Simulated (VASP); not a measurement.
# HfN (P6_3/mmc) in VASP: further runs

Runs on HfN. Level: PBE. Tasks: single point.

All numbers are computed with VASP 6.6.1; they aren't measurements. Logs are shortened: lines on timing, memory, paths and dates and some standing lists are left out, and cuts for length are marked.

## 1. The cell of the first run

The structure is hexagonal, space group P6_3/mmc (No. 194). Conventional cell: a = 3.034 Å, b = 3.034 Å, c = 5.241 Å, α = 90.00°, β = 90.00°, γ = 120.00°. Hf (site symmetry -6m2) has 6 N at 2.19 Å within 2.9 Å. Within 2.9 Å of N (site symmetry -3m) lie 6 Hf at 2.19 Å and 2 N at 2.62 Å.

## 2. Single point, PBE

Contents of INCAR:

```
ALGO = Normal
EDIFF = 1E-6
ENCUT = 520
GGA = PE
ISIF = 2
ISMEAR = 0
LASPH = True
LCHARG = True
LELF = True
LREAL = False
LVHAR = True
LWAVE = False
NBANDS = 23
NELM = 100
PREC = Accurate
SIGMA = 0.1
```

Contents of KPOINTS:

```
k-points
0
Gamma
  18 18 8
```

Contents of POSCAR:

```
HfN
1.0
    3.0340559117      0.0000000000      0.0000000000
   -1.5170279559      2.6275694960      0.0000000000
    0.0000000000      0.0000000000      5.2409156997
Hf N
2 2
Direct
    0.6666666667      0.3333333333      0.7500000000
    0.3333333333      0.6666666667      0.2500000000
    0.0000000000      0.0000000000      0.0000000000
    0.0000000000      0.0000000000      0.5000000000
```

Potentials or basis: VASP PAW PBE potentials, release 64 (Hf_pv, N).

Started as:

```
$ cat potpaw_PBE.64/Hf_pv/POTCAR potpaw_PBE.64/N/POTCAR > POTCAR
$ mpirun -np 1 vasp_std > vasp.out
```

OUTCAR:

```text
EDIFF = 1E-6
   ENCUT = 520
   GGA = PE
   ISIF = 2
   ISMEAR = 0
   LASPH = True
   LREAL = False
   NELM = 100
   PREC = Accurate

 ion  position               nearest neighbor table
   1  0.667  0.333  0.750-   3 2.19   4 2.19   3 2.19   4 2.19   3 2.19   4 2.19   2 3.15   2 3.15
                             2 3.15   2 3.15   2 3.15   2 3.15
   2  0.333  0.667  0.250-   3 2.19   4 2.19   3 2.19   4 2.19   3 2.19   4 2.19   1 3.15   1 3.15
                             1 3.15   1 3.15   1 3.15   1 3.15
   3  0.000  0.000  0.000-   1 2.19   2 2.19   2 2.19   1 2.19   1 2.19   2 2.19
   4  0.000  0.000  0.500-   1 2.19   2 2.19   2 2.19   1 2.19   1 2.19   2 2.19

  LATTYP: Found a hexagonal cell.
 ALAT       =     3.0340559117
 C/A-ratio  =     1.7273629268

  Lattice vectors:

 A1 = (   3.0340559117,   0.0000000000,   0.0000000000)
 A2 = (  -1.5170279559,   2.6275694960,   0.0000000000)
 A3 = (   0.0000000000,   0.0000000000,   5.2409156997)

Analysis of symmetry for initial positions (statically):
=====================================================================
 Subroutine PRICEL returns:
 Original cell was already a primitive cell.

 Routine SETGRP: Setting up the symmetry group for a
 hexagonal supercell.

 Subroutine GETGRP returns: Found 24 space group operations
 (whereof 12 operations were pure point group operations)
 out of a pool of 24 trial point group operations.

The static configuration has the point symmetry D_3d.
 The point group associated with its full space group is D_6h.

Analysis of symmetry for dynamics (positions and initial velocities):
=====================================================================
 Subroutine PRICEL returns:
 Original cell was already a primitive cell.

 Routine SETGRP: Setting up the symmetry group for a
 hexagonal supercell.

 Subroutine GETGRP returns: Found 24 space group operations
 (whereof 12 operations were pure point group operations)
 out of a pool of 24 trial point group operations.

The dynamic configuration has the point symmetry D_3d.
 The point group associated with its full space group is D_6h.

 Subroutine INISYM returns: Found 24 space group operations
 (whereof 12 operations are pure point group operations),
 and found     1 'primitive' translations

----------------------------------------------------------------------------------------

                                     Primitive cell

  volume of cell :      41.7816

  direct lattice vectors                    reciprocal lattice vectors
     3.034055912  0.000000000  0.000000000     0.329591817  0.190289924  0.000000000
    -1.517027956  2.627569496  0.000000000     0.000000000  0.380579848  0.000000000
     0.000000000  0.000000000  5.240915700     0.000000000  0.000000000  0.190806351

  length of vectors
     3.034055912  3.034055912  5.240915700     0.380579848  0.380579848  0.190806351

  position of ions in fractional coordinates (direct lattice)
     0.666666667  0.333333333  0.750000000
     0.333333333  0.666666667  0.250000000
     0.000000000  0.000000000  0.000000000
     0.000000000  0.000000000  0.500000000

  ion indices of the primitive-cell ions
   primitive index   ion index
                 1           1
                 2           2
                 3           3
                 4           4

----------------------------------------------------------------------------------------

 KPOINTS: k-points

Automatic generation of k-mesh.
 Grid dimensions read from file:
 generate k-points for:   18   18    8

 Generating k-lattice:

  Cartesian coordinates                     Fractional coordinates (reciprocal lattice)
     0.018310656  0.010571662  0.000000000     0.055555556 -0.000000000  0.000000000
     0.000000000  0.021143325  0.000000000     0.000000000  0.055555556  0.000000000
     0.000000000  0.000000000  0.023850794     0.000000000  0.000000000  0.125000000

  Length of vectors
     0.021143325  0.021143325  0.023850794

  Shift w.r.t. Gamma in fractional coordinates (k-lattice)
     0.000000000  0.000000000  0.000000000

 Subroutine IBZKPT returns following result:
 ===========================================

 Found    185 irreducible k-points:

 Following reciprocal coordinates:
            Coordinates               Weight
  0.000000  0.000000  0.000000      1.000000
  0.055556  0.000000  0.000000      6.000000
  0.111111  0.000000  0.000000      6.000000
  0.166667  0.000000  0.000000      6.000000
  0.222222  0.000000  0.000000      6.000000
  0.277778  0.000000  0.000000      6.000000
[... 16 lines left out ...]
  0.333333  0.111111  0.000000     12.000000
  0.388889  0.111111  0.000000     12.000000
 [... further k-points ...]
   k-points           NKPTS =    185   k-points in BZ     NKDIM =    185   number of bands    NBANDS=     23
   number of dos      NEDOS =    301   number of ions     NIONS =      4
   total plane-waves  NPLWV =  23040
   dimension x,y,z NGX =    24 NGY =   24 NGZ =   40
   dimension x,y,z NGXF=    48 NGYF=   48 NGZF=   80
   ions per type =               2   2
   NGX,Y,Z   is equivalent  to a cutoff of  13.15, 13.15, 12.69 a.u.
   NGXF,Y,Z  is equivalent  to a cutoff of  26.30, 26.30, 25.38 a.u.
 SYSTEM =  unknown system
   PREC   = accura    normal or accurate (medium, high low for compatibility)
   ISTART =      0    job   : 0-new  1-cont  2-samecut
   ICHARG =      2    charge: 1-file 2-atom 10-const
   ISPIN  =      1    spin polarized calculation?
   LNONCOLLINEAR =      F non collinear calculations
   LSORBIT =      F    spin-orbit coupling
   LASPH  =      T    aspherical Exc in radial PAW
   ENCUT  =  520.0 eV  38.22 Ry    6.18 a.u.   5.64  5.64  9.74*2*pi/ulx,y,z
   NELM   =    100;   NELMIN=  2; NELMDL= -5     # of ELM steps
   EDIFF  = 0.1E-05   stopping-criterion for ELM
   LREAL  =      F    real-space projection
   EDIFFG = 0.1E-04   stopping-criterion for IOM
   NSW    =      0    number of steps for IOM
   IBRION =     -1    ionic relax: 0-MD 1-quasi-New 2-CG
   NFREE  =      0    steps in history (QN), initial steepest desc. (CG)
   ISIF   =      2    stress and relaxation
   ISYM   =      2    0-nonsym 1-usesym 2-fastsym
   POTIM  = 0.5000    time-step for ionic-motion
   TEBEG  =    0.0;   TEEND  =   0.0 temperature during run
   PSTRESS=    0.0 pullay stress
   NELECT =      30.0000    total number of electrons
   NUPDOWN=      -1.0000    fix difference up-down
   EMIN   =  10.00;   EMAX   =-10.00  energy-range for DOS
   EFERMI =   0.00;   METHOD = LEGACY
   ISMEAR =     0;   SIGMA  =   0.10  broadening in eV -4-tet -1-fermi 0-gaus
   EFERMI_NEDOS =   21; number of points for ismear=-14 and -15
   IALGO  =     38    algorithm
   IMIX   =      4    mixing-type and parameters
     AMIX     =   0.40;   BMIX     =  1.00
     AMIX_MAG =   1.60;   BMIX_MAG =  1.00
  volume/ion in A,a.u.               =      10.45        70.49
  Fermi-wavevector in a.u.,A,eV,Ry     =   1.465954  2.770251 29.239197  2.149020
  Thomas-Fermi vector in A             =   2.581749
   LORBIT       =      0    0 simple, 1 ext, 2 COOP (PROOUT), +10 PAW based schemes
   GGA     = PE    functional components
   LHFCALC =     F    Hartree Fock is set to
   AEXX    =    0.0000 exact exchange contribution
   IVDW    =     0    specifies the selected vdW correction
   LEPSILON=     F    determine dielectric tensor
   LRPA    =     F    only Hartree local field effects (RPA)
 non-spin polarized calculation
 Gauss-broadening in eV      SIGMA  =   0.10
  energy-cutoff  :      520.00
  volume of cell :       41.78
 maximum number of plane-waves:      1145
 NGX is ok and might be reduce to    24
   NGX = 11   NGY = 11   NGZ = 19

 number of electron      29.9999995 magnetization

 Free energy of the ion-electron system (eV)
  ---------------------------------------------------
  ext. energy  EPLUGINS =         0.00000000
  ---------------------------------------------------
  free energy    TOTEN  =       -42.88304218 eV

  energy without entropy =      -42.88041310  energy(sigma->0) =      -42.88172764

 E-fermi :   8.8208     XC(G=0): -13.2650

 val. band max:        8.8130344140   @ k =   0.2222   0.0000   0.5000
 cond. band min:       8.8316144193   @ k =   0.1111   0.0000   0.2500
 fundamental gap:      0.0185800053
 Fermi energy:         8.8208379776

 k-point     1 :       0.0000    0.0000    0.0000
  band No.  band energies     occupation
      1     -22.8781      2.00000
      2     -21.6343      2.00000
      3     -21.5301      2.00000
      4     -21.5301      2.00000
      5     -21.4492      2.00000
      6     -21.4492      2.00000
[... 15 lines left out ...]
     22      15.1982      0.00000
     23      15.1982      0.00000

 k-point     2 :       0.0556    0.0000    0.0000
  band No.  band energies     occupation
      1     -22.8621      2.00000
      2     -21.6355      2.00000
      3     -21.5693      2.00000
      4     -21.5430      2.00000
      5     -21.4878      2.00000
      6     -21.4518      2.00000
[... 15 lines left out ...]
     22      15.0682      0.00000
     23      15.1816      0.00000

 k-point     3 :       0.1111    0.0000    0.0000
  band No.  band energies     occupation
      1     -22.8155      2.00000
      2     -21.6843      2.00000
      3     -21.6395      2.00000
      4     -21.5934      2.00000
      5     -21.5773      2.00000
      6     -21.4616      2.00000
[... 15 lines left out ...]
     22      14.7393      0.00000
     23      15.1421      0.00000

 k-point     4 :       0.1667    0.0000    0.0000
  band No.  band energies     occupation
      1     -22.7412      2.00000
      2     -21.8625      2.00000
      3     -21.7438      2.00000
      4     -21.6479      2.00000
      5     -21.6257      2.00000
      6     -21.4805      2.00000
[... 15 lines left out ...]
     22      14.4493      0.00000
     23      14.8036      0.00000

 k-point     5 :       0.2222    0.0000    0.0000
  band No.  band energies     occupation
      1     -22.6447      2.00000
      2     -22.0774      2.00000
      3     -21.9181      2.00000
      4     -21.6812      2.00000
      5     -21.6625      2.00000
      6     -21.5068      2.00000
[... 15 lines left out ...]
     22      14.5203      0.00000
     23      14.6735      0.00000

 k-point     6 :       0.2778    0.0000    0.0000
  band No.  band energies     occupation
      1     -22.5331      2.00000
      2     -22.2983      2.00000
      3     -22.0958      2.00000
      4     -21.7374      2.00000
      5     -21.6858      2.00000
      6     -21.5369      2.00000
[... 15 lines left out ...]
     22      15.0175      0.00000
     23      15.1452      0.00000

 k-point     7 :       0.3333    0.0000    0.0000
  band No.  band energies     occupation
      1     -22.4984      2.00000
      2     -22.4156      2.00000
      3     -22.2573      2.00000
      4     -21.7883      2.00000
      5     -21.7191      2.00000
      6     -21.5663      2.00000
[... 353 lines left out ...]
     22      14.2950      0.00000
     23      14.9504      0.00000

 k-point    21 :       0.2222    0.1111    0.0000
  band No.  band energies     occupation
      1     -22.4977      2.00000
      2     -22.3068      2.00000
      3     -22.1486      2.00000
      4     -21.7574      2.00000
      5     -21.6937      2.00000
      6     -21.6100      2.00000
[... 15 lines left out ...]
     22      14.8255      0.00000
     23      15.7525      0.00000

 k-point    22 :       0.2778    0.1111    0.0000
  band No.  band energies     occupation
      1     -22.4884      2.00000
      2     -22.3839      2.00000
      3     -22.2715      2.00000
      4     -21.8326      2.00000
      5     -21.7279      2.00000
      6     -21.6473      2.00000
[... 15 lines left out ...]
     22      15.6719      0.00000
     23      15.9388      0.00000

 k-point    23 :       0.3333    0.1111    0.0000
  band No.  band energies     occupation
      1     -22.6313      2.00000
      2     -22.3704      2.00000
      3     -22.2752      2.00000
      4     -21.8928      2.00000
      5     -21.7709      2.00000
      6     -21.6781      2.00000
[... 15 lines left out ...]
     22      15.9863      0.00000
     23      16.4230      0.00000

 k-point    24 :       0.3889    0.1111    0.0000
  band No.  band energies     occupation
      1     -22.7223      2.00000
      2     -22.4343      2.00000
      3     -22.1881      2.00000
      4     -21.9315      2.00000
      5     -21.8148      2.00000
      6     -21.6985      2.00000
[... 15 lines left out ...]
     22      16.0251      0.00000
     23      16.9467      0.00000

 [... further k-points ...]

------------------------ aborting loop because EDIFF is reached ----------------------------------------

  FORCE on cell =-STRESS in cart. coord.  units (eV):
  Direction    XX          YY          ZZ          XY          YZ          ZX
  --------------------------------------------------------------------------------------
  -------------------------------------------------------------------------------------
  Total        9.7981648      9.7981648      9.8281539     -0.0000000      0.0000000     -0.0000000
  in kB      375.7252301    375.7252301    376.8752065     -0.0000000      0.0000000     -0.0000000
  external PRESSURE =     376.1085555 kB  Pullay stress =       0.0000000 kB

 VOLUME and BASIS-vectors are now :
 -----------------------------------------------------------------------------
  energy-cutoff  :      520.00
  volume of cell :       41.78
      direct lattice vectors                 reciprocal lattice vectors
     3.034055912  0.000000000  0.000000000     0.329591817  0.190289924  0.000000000
    -1.517027956  2.627569496  0.000000000     0.000000000  0.380579848  0.000000000
     0.000000000  0.000000000  5.240915700     0.000000000  0.000000000  0.190806351

 POSITION                                       TOTAL-FORCE (eV/Angst)
 -----------------------------------------------------------------------------------
      1.51703      0.87586      3.93069        -0.000000     -0.000000      0.000000
     -0.00000      1.75171      1.31023         0.000000      0.000000      0.000000
      0.00000      0.00000      0.00000        -0.000000      0.000000      0.000000
      0.00000      0.00000      2.62046        -0.000000      0.000000      0.000000
 -----------------------------------------------------------------------------------
    total drift:                               -0.000000      0.000000     -0.000000

  FREE ENERGIE OF THE ION-ELECTRON SYSTEM (eV)
  ---------------------------------------------------
  free  energy   TOTEN  =       -42.8830421791 eV

  energy  without entropy=      -42.8804131005  energy(sigma->0) =      -42.88172764
```

Wall time 4.4 min (1 thread of AMD EPYC 7R43 (Zen 3), shared host); peak memory 0.24 GiB.

Results:

- Free energy: -42.8830 eV
- Pressure: 37.6 GPa
- Band gap on the k mesh: zero (bands 15 and 16 overlap by 2.64 eV)

Caveat: the cell stands under pressure; spin-orbit coupling is left out, which moves the levels of the heavy elements.

(Continued in part 2 of 2.)
